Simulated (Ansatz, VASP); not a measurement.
**Two plane-wave programs on AlN**

```xyz
4
Lattice="3.1039 0.0000 0.0000 -1.5520 2.6881 0.0000 0.0000 0.0000 4.9753" Properties=species:S:1:pos:R:3 pbc="T T T"
Al   -0.0873    1.7920    0.0086
Al    1.6392    0.8960    2.4963
N     0.0772    1.7920    1.9069
N     1.4748    0.8960    4.3946
```

Change from the starting cell: mode 4 frozen in at -0.088 Å, equal normal strain along x, y and z -0.0083.

Alike in both runs: task single point; functional PBE; k mesh 9 × 9 × 6; occupations gaussian, width 0.05 eV; no spin polarisation.

|  | VASP | Ansatz |
| --- | --- | --- |
| version | VASP 6.6.1 | Ansatz 0.2.0 |
| potentials or method | VASP PAW PBE potentials, release 64 (Al, N), cutoff 520 eV | scalar-relativistic, plane waves, PAW |
| valence electrons in the cell | 16 | 16 |

|  | VASP | Ansatz | Ansatz less VASP |
| --- | --- | --- | --- |
| gap on the k mesh at the Fermi level (eV) | 4.18 | 4.17 | -0.010 |
| least direct gap on the mesh (eV) | 4.18 | 4.17 | -0.010 |
| pressure (GPa) | 4.7 | 4.9 | +0.17 |
| traceless stress, the component that is largest in VASP (GPa) | -0.40 | -0.38 | +0.015 |
| rms of the force components (eV/Å) | 0.221 | 0.220 | -0.0009 |

Atom by atom the forces differ by 0.001 eV/Å (rms over components).
